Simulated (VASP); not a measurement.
Write the native input for VASP 6.6.1 that does the following.

```yaml
Task: single point
Functional: HSE06
Potentials_or_basis: VASP PAW PBE potentials, release 64 (Mg, Te)
Cutoff: 520 eV
k_mesh: 6 × 6 × 2
Occupations: gaussian, width 0.01 eV
Spin: no spin polarisation
Dipole_correction: no
Grid_for_exact_exchange_PRECFOCK: Normal
Further_INCAR_settings: ALGO = Normal; EDIFF = 1e-06; NBANDS = 16
Share_of_exact_exchange: 0.25
Screening_parameter: 0.2079 1/Å
```

MgTe:

```
CELL_PARAMETERS angstrom
4.57764 0.00000 0.00000
-2.28882 3.96435 0.00000
0.00000 0.00000 7.45509
ATOMIC_POSITIONS crystal
Mg 0.33333 0.66667 0.99939
Mg 0.66667 0.33333 0.49939
Te 0.33333 0.66667 0.37561
Te 0.66667 0.33333 0.87561
```

The input as run:

POSCAR

```
MgTe
1.0
    4.5776356483      0.0000000000      0.0000000000
   -2.2888178241      3.9643487607      0.0000000000
    0.0000000000      0.0000000000      7.4550892570
Mg Te
2 2
Direct
    0.3333333333      0.6666666667     -0.0006080520
    0.6666666667      0.3333333333      0.4993919480
    0.3333333333      0.6666666667      0.3756080520
    0.6666666667      0.3333333333      0.8756080520
```

INCAR.step1

```
SYSTEM = MgTe
ALGO = Normal
EDIFF = 1E-5
ENCUT = 520
GGA = PE
GGA_COMPAT = .False.
ISIF = 2
ISMEAR = 0
LASPH = .True.
LCHARG = .False.
LREAL = .False.
LWAVE = .True.
NBANDS = 16
NELM = 120
PREC = Accurate
SIGMA = 0.01
```

INCAR.step2

```
SYSTEM = MgTe
ALGO = Normal
EDIFF = 1E-6
ENCUT = 520
GGA = PE
GGA_COMPAT = .False.
HFSCREEN = 0.2079
ISIF = 2
ISMEAR = 0
ISTART = 1
LASPH = .True.
LCHARG = .False.
LHFCALC = .True.
LREAL = .False.
LWAVE = .False.
NBANDS = 16
NELM = 120
PREC = Accurate
PRECFOCK = Normal
SIGMA = 0.01
```

KPOINTS

```
k-points
0
Gamma
  6 6 2
  0 0 0
```

Potentials or basis: VASP PAW PBE potentials, release 64 (Mg, Te).

Launch:

```bash
$ cat potpaw_PBE.64/Mg/POTCAR potpaw_PBE.64/Te/POTCAR > POTCAR
$ cp INCAR.step1 INCAR
$ mpirun -np 1 vasp_std > vasp.out
$ cp INCAR.step2 INCAR
$ mpirun -np 1 vasp_std > vasp.out
```

Results of the run:

- Pressure: -0.2 GPa
- Band gap on the k mesh: 3.21 eV

Caveat: the k points lie up to 0.42 Å⁻¹ apart; the structure was generated, so it needn't be the stable form of MgTe; the PAW data sets were made with another functional, which shifts forces and pressure a little; spin-orbit coupling is left out, which moves the levels of the heavy elements.

It took 23 min on 1 thread of Oxide Virtual Turin-like Processor, with other jobs on the host, peak memory 0.35 GiB.
